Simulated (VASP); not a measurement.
A run of VASP 6.6.1:

The input INCAR:

```
SYSTEM = MgO
  PREC = Accurate
  ENCUT = 600
  EDIFF = 1E-6
  ISMEAR = 0
  SIGMA = 0.02
  LREAL = .FALSE.
  LASPH = .TRUE.
  NELM = 120
  ALGO = Normal
  ISIF = 2
  LWAVE = .FALSE.
  LCHARG = .FALSE.
  GGA = PE
  IVDW = 12
  NBANDS = 11
  GGA_COMPAT = .FALSE.
```

The input KPOINTS:

```
regular mesh
0
G
  10 10 10
  0 0 0
```

Contents of POSCAR:

```
MgO
1.0
    0.0000000000      2.1041969110      2.1041969110
    2.1041969110      0.0000000000      2.1041969110
    2.1041969110      2.1041969110      0.0000000000
Mg O
1 1
Direct
    0.0000000000      0.0000000000      0.0000000000
    0.5000000000      0.5000000000      0.5000000000
```

Potentials or basis: VASP PAW PBE potentials, release 64 (Mg, O).

The run is started by

```sh
$ cat potpaw_PBE.64/Mg/POTCAR potpaw_PBE.64/O/POTCAR > POTCAR
$ mpirun -np 1 vasp_std > vasp.out
```

Hardware: 1 thread of Intel(R) Xeon(R) 6975P-C (Granite Rapids), on a shared host.

Question: Estimate the wall time of this run.

Answer: It took 3.9 s on 1 thread of Intel(R) Xeon(R) 6975P-C (Granite Rapids), with other jobs on the host, peak memory 0.15 GiB. Counts: scf iterations 12, k points 47.
